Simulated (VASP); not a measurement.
# BP (F-43m) in VASP: further runs, part 2 of 2

VASP 6.6.1.

## Step 3: Relaxation of cell and atoms, PBEsol-based global hybrid with 25 % exact exchange

POSCAR

```
BP
1.0
    0.0000000000      2.2690000000      2.2690000000
    2.2690000000      0.0000000000      2.2690000000
    2.2690000000      2.2690000000      0.0000000000
P B
1 1
Direct
    0.7500000000      0.7500000000      0.7500000000
    0.0000000000      0.0000000000      0.0000000000
```

INCAR.step1

```
SYSTEM = BP
  PREC = Accurate
  ENCUT = 600
  EDIFF = 1E-5
  ISMEAR = -1
  SIGMA = 0.05
  LREAL = .FALSE.
  LASPH = .TRUE.
  NELM = 100
  ALGO = Normal
  LWAVE = .TRUE.
  LCHARG = .FALSE.
  GGA = PE
  NBANDS = 11
```

INCAR.step2

```
SYSTEM = BP
  PREC = Accurate
  ENCUT = 600
  EDIFF = 1E-6
  ISMEAR = -1
  SIGMA = 0.05
  LREAL = .FALSE.
  LASPH = .TRUE.
  NELM = 100
  ALGO = Normal
  ISIF = 3
  LWAVE = .FALSE.
  LCHARG = .FALSE.
  GGA = PS
  LHFCALC = .TRUE.
  AEXX = 0.25
  PRECFOCK = Normal
  IBRION = 2
  NSW = 60
  EDIFFG = -0.01
  ISTART = 1
```

KPOINTS

```
regular mesh
0
G
  5 5 5
  0 0 0
```

Potentials or basis: VASP PAW PBE potentials, release 64 (P, B).

Started as:

```bash
$ cat potpaw_PBE.64/P/POTCAR potpaw_PBE.64/B/POTCAR > POTCAR
$ cp INCAR.step1 INCAR
$ mpirun -np 1 vasp_std > vasp.out
$ cp INCAR.step2 INCAR
$ mpirun -np 1 vasp_std > vasp.out
```

OUTCAR:

```text
SYSTEM = BP
   PREC = Accurate
   ENCUT = 600
   EDIFF = 1E-6
   ISMEAR = -1
   LREAL = .FALSE.
   LASPH = .TRUE.
   NELM = 100
   ISIF = 3
   GGA = PS
   LHFCALC = .TRUE.
   AEXX = 0.25
   PRECFOCK = Normal
   IBRION = 2
   NSW = 60
   EDIFFG = -0.01
   ISTART = 1

 ion  position               nearest neighbor table
   1  0.750  0.750  0.750-   2 1.97   2 1.97   2 1.97   2 1.97
   2  0.000  0.000  0.000-   1 1.97   1 1.97   1 1.97   1 1.97

  LATTYP: Found a face centered cubic cell.
 ALAT       =     4.5380000000

  Lattice vectors:

[... 177 lines left out ...]
  Direction    XX          YY          ZZ          XY          YZ          ZX
  --------------------------------------------------------------------------------------
  -------------------------------------------------------------------------------------
  Total       -0.5505486     -0.5505486     -0.5505486      0.0000000      0.0000000     -0.0000000
  in kB      -37.7548517    -37.7548517    -37.7548517      0.0000000      0.0000000     -0.0000000
  external PRESSURE =     -37.7548517 kB  Pullay stress =       0.0000000 kB
[... 59 lines left out ...]
--------------------------------------- Ionic step        3  -------------------------------------------

 number of electron       8.0000000 magnetization

 Free energy of the ion-electron system (eV)
  ---------------------------------------------------
  ext. energy  EPLUGINS =         0.00000000
  ---------------------------------------------------
  free energy    TOTEN  =       -16.26681562 eV

  energy without entropy =      -16.26681562  energy(sigma->0) =      -16.26681562

 E-fermi :   7.9475     XC(G=0):  -8.7653

 val. band max:        6.8600515777   @ k =   0.0000   0.0000   0.0000
 cond. band min:       9.4810285649   @ k =   0.4000   0.4000   0.0000
 fundamental gap:      2.6209769872
 Fermi energy:         7.9475086917

 k-point     1 :       0.0000    0.0000    0.0000
  band No.  band energies     occupation
      1     -10.5185      2.00000
      2       6.8601      2.00000
      3       6.8601      2.00000
      4       6.8601      2.00000
      5      11.9498      0.00000
      6      11.9498      0.00000
      7      11.9498      0.00000
      8      16.6471      0.00000
[... 126 lines left out ...]
  FREE ENERGIE OF THE ION-ELECTRON SYSTEM (eV)
  ---------------------------------------------------
  free  energy   TOTEN  =       -16.2668156176 eV

  energy  without entropy=      -16.2668156176  energy(sigma->0) =      -16.26681562

 reached required accuracy - stopping structural energy minimisation
```

OUTCAR.step1:

```text
SYSTEM = BP
   PREC = Accurate
   ENCUT = 600
   EDIFF = 1E-5
   ISMEAR = -1
   LREAL = .FALSE.
[... 344 lines left out ...]
      3.40350      3.40350      3.40350         0.000000      0.000000     -0.000000
      0.00000      0.00000      0.00000        -0.000000     -0.000000      0.000000
 -----------------------------------------------------------------------------------
    total drift:                                0.000000      0.000000     -0.000000

  FREE ENERGIE OF THE ION-ELECTRON SYSTEM (eV)
  ---------------------------------------------------
  free  energy   TOTEN  =       -12.8795748086 eV

  energy  without entropy=      -12.8795744043  energy(sigma->0) =      -12.87957461
```

OSZICAR.step1:

```text
N       E                     dE             d eps       ncg     rms          rms(c)
DAV:   1     0.128077202888E+02    0.12808E+02   -0.40597E+03   220   0.730E+02
DAV:   2    -0.128612332763E+02   -0.25669E+02   -0.24593E+02   288   0.124E+02
DAV:   3    -0.135983749863E+02   -0.73714E+00   -0.73458E+00   279   0.178E+01
DAV:   4    -0.136014711185E+02   -0.30961E-02   -0.30958E-02   250   0.125E+00
DAV:   5    -0.136014856893E+02   -0.14571E-04   -0.14571E-04   270   0.911E-02    0.721E+00
DAV:   6    -0.129807067918E+02    0.62078E+00   -0.14324E+00   250   0.515E+00    0.388E+00
DAV:   7    -0.128870342185E+02    0.93673E-01   -0.23272E-01   260   0.241E+00    0.134E+00
DAV:   8    -0.128789855347E+02    0.80487E-02   -0.27552E-02   267   0.955E-01    0.201E-01
DAV:   9    -0.128793402762E+02   -0.35474E-03   -0.71918E-04   247   0.182E-01    0.130E-01
DAV:  10    -0.128795620451E+02   -0.22177E-03   -0.26881E-04   258   0.104E-01    0.287E-02
DAV:  11    -0.128795737438E+02   -0.11699E-04   -0.12886E-05   264   0.237E-02    0.349E-02
DAV:  12    -0.128795748086E+02   -0.10649E-05   -0.46179E-06   131   0.108E-02
   1 F= -.12879575E+02 E0= -.12879575E+02  d E =-.404333E-06
```

It took 2.9 min on 1 thread of Intel Xeon 6975P-C (Granite Rapids), shared host; peak memory 0.16 GiB.

Results:

- Free energy: -16.2668 eV
- Relaxed volume: 11.43 Å³/atom
- Relaxed cell: a = 3.186 Å, b = 3.186 Å, c = 3.186 Å, α = 60.00°, β = 60.00°, γ = 60.00°
- Space group after relaxing (to 0.1 Å): F-43m (No. 216)
- Energy gained by relaxing: 3.0 meV/atom
- Ionic steps: 3
- Pressure after relaxing: 0.0 GPa
- Band gap on the k mesh: 2.62 eV (least direct gap 5.09 eV)

The path:
| step | energy change (eV) | largest force (eV/Å) | pressure (GPa) | volume (Å³) |
| --- | --- | --- | --- | --- |
| 1 | 0.0000 | 0.0000 | -3.78 | 23.36 |
| 2 | -0.0017 | 0.0000 | 3.39 | 22.44 |
| 3 | -0.0060 | 0.0000 | 0.00 | 22.86 |

Final structure:
```
CELL_PARAMETERS angstrom
0.00000 2.25262 2.25262
2.25262 0.00000 2.25262
2.25262 2.25262 0.00000
ATOMIC_POSITIONS crystal
P 0.75000 0.75000 0.75000
B 0.00000 0.00000 0.00000
```

Caveat: the k points lie up to 0.48 Å⁻¹ apart in the final cell; the PAW data sets were made with another functional, which shifts forces and pressure a little; an odd mesh through Γ misses points on the zone boundary, where band edges can lie.

## Step 4: Single point, PBE-based screened hybrid with 50 % exact exchange

POSCAR is that of step 3.

INCAR.step1

```
SYSTEM = BP
PREC = Accurate
ENCUT = 520
EDIFF = 1E-5
ISMEAR = -1
SIGMA = 0.05
LREAL = .False.
LASPH = .True.
NELM = 60
ALGO = Normal
ISIF = 2
LWAVE = .True.
LCHARG = .False.
NBANDS = 11
GGA = PE
```

INCAR.step2

```
SYSTEM = BP
PREC = Accurate
ENCUT = 520
EDIFF = 1E-6
ISMEAR = -1
SIGMA = 0.05
LREAL = .False.
LASPH = .True.
NELM = 60
ALGO = Normal
ISIF = 2
LWAVE = .False.
LCHARG = .False.
GGA = PE
LHFCALC = .True.
AEXX = 0.5
HFSCREEN = 0.2078699
PRECFOCK = Normal
NBANDS = 11
ISTART = 1
```

KPOINTS

```
regular mesh
0
Gamma
  6 6 6
  0 0 0
```

Started as:

```bash
$ cat potpaw_PBE.64/P/POTCAR potpaw_PBE.64/B/POTCAR > POTCAR
$ cp INCAR.step1 INCAR
$ mpirun -np 1 vasp_std > vasp.out
$ cp INCAR.step2 INCAR
$ mpirun -np 1 vasp_std > vasp.out
```

Wall time 5.7 min (1 thread of Intel Xeon Platinum 8259CL at 2.50GHz (Skylake/Cascade Lake), shared host); peak memory 0.24 GiB.

Results (log left out):

* Free energy: -16.7872 eV
* Pressure: -4.9 GPa
* Band gap on the k mesh: 2.86 eV (least direct gap 5.35 eV)

Levels at points of the mesh, in eV from the valence-band top:
| k point | band 2 | band 3 | band 4 | band 5 | band 6 | band 7 |
| --- | --- | --- | --- | --- | --- | --- |
| (0.00, 0.00, 0.00) | 0.00 | 0.00 | 0.00 | 5.35 | 5.35 | 5.35 |
| (0.50, 0.00, 0.00) | -10.90 | -2.09 | -2.09 | 5.76 | 6.78 | 6.78 |
| (0.50, 0.50, 0.00) | -10.52 | -4.90 | -4.90 | 2.86 | 3.22 | 15.58 |

Caveat: the cell stands under tension; the PAW data sets were made with another functional, which shifts forces and pressure a little.

## Step 5: Single point, HSE06

POSCAR is that of step 4.

INCAR.step1 is that of step 4.

INCAR.step2, as its differences from that of step 4:

```diff
@@ -15,4 +15,3 @@
 LHFCALC = .True.
-AEXX = 0.5
-HFSCREEN = 0.2078699
+HFSCREEN = 0.2079
 PRECFOCK = Normal
```

KPOINTS

```
Automatic mesh
0
Gamma
  6 6 6
  0 0 0
```

Started as:

```bash
$ cat potpaw_PBE.64/P/POTCAR potpaw_PBE.64/B/POTCAR > POTCAR
$ cp INCAR.step1 INCAR
$ mpirun -np 1 vasp_std > vasp.out
$ cp INCAR.step2 INCAR
$ mpirun -np 1 vasp_std > vasp.out
```

It took 5.2 min on 1 thread of Intel Xeon Platinum 8259CL at 2.50GHz (Skylake/Cascade Lake), shared host; peak memory 0.24 GiB.

Results (log left out):

```
Free energy            : -14.8240 eV
Pressure               : -2.0 GPa
Band gap on the k mesh : 2.06 eV (least direct gap 4.34 eV)
```

Levels at points of the mesh, in eV from the valence-band top:
```
           k point  band 2  band 3  band 4  band 5  band 6  band 7
(0.00, 0.00, 0.00)    0.00    0.00    0.00    4.34    4.34    4.34
(0.50, 0.00, 0.00)  -10.00   -1.93   -1.93    4.74    5.72    5.72
(0.50, 0.50, 0.00)   -9.57   -4.52   -4.52    2.06    2.41   13.83
```

Caveat: the PAW data sets were made with another functional, which shifts forces and pressure a little.

## Step 6: Summary

```tsv
task	level	cell	k mesh	cutoff (eV)	share of exact exchange	screening parameter	gap on the mesh (eV)	pressure (GPa)
single point	HSE06	as given	5 × 5 × 5	520	0.25	0.2079 1/Å	1.98	-1.8
relaxation of cell and atoms	PBEsol-based global hybrid with 25 % exact exchange	relaxed	5 × 5 × 5	600	0.25	-	2.62	0.0
single point	PBE-based screened hybrid with 50 % exact exchange	as given	6 × 6 × 6	520	0.5	0.20787 1/Å	2.86	-4.9
single point	HSE06	as given	6 × 6 × 6	520	0.25	0.2079 1/Å	2.06	-2.0
```

Alike in all rows: potentials or basis VASP PAW PBE potentials, release 64 (P, B); no spin polarisation; smearing fermi-dirac 0.05 eV.

Caveats: some runs use coarse meshes; the PAW data sets were made with another functional, which shifts forces and pressure a little; an odd mesh through Γ misses points on the zone boundary, where band edges can lie (at least some runs); the cell stands under tension (at least some runs).

Absolute energies hang on the potentials; compare differences alone.
